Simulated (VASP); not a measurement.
Here is a VASP 6.6.1 calculation.

The input POSCAR:

```
GaB3As4
1.0
    3.5162466245      0.0000000000      0.0000000000
    0.0000000000      7.1004010745      0.0000000000
    0.0000000000      0.0000000000      5.0310342017
B As Ga
3 4 1
Direct
    0.0000000000      0.7656178858     -0.0001867427
    0.5000000000      0.0000000000      0.4939477021
    0.0000000000      0.2343821142     -0.0001867427
    0.5000000000      0.7754045651      0.2334150090
    0.0000000000      0.0000000000      0.7333964001
    0.5000000000      0.2245954349      0.2334150090
    0.0000000000      0.5000000000      0.8063497982
    0.5000000000      0.5000000000      0.4998495669
```

The input INCAR.step1:

```
ALGO = Normal
EDIFF = 1E-4
ENCUT = 520
GGA = PE
ISMEAR = -1
LASPH = T
LCHARG = F
LREAL = F
LWAVE = T
NBANDS = 31
NELM = 60
PREC = Accurate
SIGMA = 0.02
```

File INCAR.step2:

```
ALGO = Normal
EDIFF = 1E-7
ENCUT = 520
ISIF = 2
ISMEAR = -1
ISTART = 1
LASPH = T
LCHARG = F
LMIXTAU = T
LREAL = F
LWAVE = F
METAGGA = R2SCAN
NBANDS = 31
NELM = 60
PREC = Accurate
SIGMA = 0.02
```

File KPOINTS:

```
k-points
0
Gamma
  6 4 4
```

Potentials or basis: VASP PAW PBE potentials, release 64 (B, As, Ga_d).

The run is started by

```console
$ cat potpaw_PBE.64/B/POTCAR potpaw_PBE.64/As/POTCAR potpaw_PBE.64/Ga_d/POTCAR > POTCAR
$ cp INCAR.step1 INCAR
$ mpirun -np 1 vasp_std > vasp.out
$ cp INCAR.step2 INCAR
$ mpirun -np 1 vasp_std > vasp.out
```

Q: What does it give for the largest force?

A: 0.011 eV/Å.

Q: Estimate the band gap on the k mesh.

A: 0.70 eV (least direct gap 0.77 eV).

Q: Predict the pressure.

A: 0.2 GPa.

Forces on the atoms (eV/Å):
```
B    0.000  0.004 -0.003
B    0.000  0.000  0.011
B    0.000 -0.004 -0.003
As   0.000 -0.001  0.000
As   0.000  0.000 -0.004
As   0.000  0.001  0.000
As   0.000  0.000  0.007
Ga   0.000  0.000 -0.007
```

Caveat: the PAW data sets were made with another functional, which shifts forces and pressure a little. A k mesh can miss the band edges.
